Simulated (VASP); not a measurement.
A run of VASP 6.6.1:

Contents of INCAR:

```
SYSTEM = NaCl
ALGO = Normal
EDIFF = 1E-6
ENCUT = 520
GGA = PE
ISIF = 2
ISMEAR = -1
LASPH = .True.
LCHARG = .True.
LELF = .True.
LREAL = .False.
LVHAR = .True.
LWAVE = .False.
NBANDS = 14
NELM = 80
PREC = Accurate
SIGMA = 0.02
```

KPOINTS

```
k-points
0
Gamma
  8 8 8
  0 0 0
```

Contents of POSCAR:

```
NaCl
1.0
    0.0326518274      2.8027319622      2.8027319622
    2.8027319622      0.0326518274      2.8027319622
    2.8353837895      2.8353837895     -0.0000000001
Na Cl
1 1
Direct
    0.0000000000      0.0000000000      0.0000000000
    0.5000000000      0.5000000000      0.5000000000
```

Potentials or basis: VASP PAW PBE potentials, release 64 (Na_pv, Cl).

Command:

```bash
$ cat potpaw_PBE.64/Na_pv/POTCAR potpaw_PBE.64/Cl/POTCAR > POTCAR
$ mpirun -np 1 vasp_std > vasp.out
```

Hardware: 1 thread of Intel Xeon 8259CL (shared host).

Question: How long does it take, and how much memory?

Answer: It took 87 s on 1 thread of Intel Xeon 8259CL, with other jobs on the host, peak memory 0.19 GiB. Counts: scf iterations 12, k points 95.
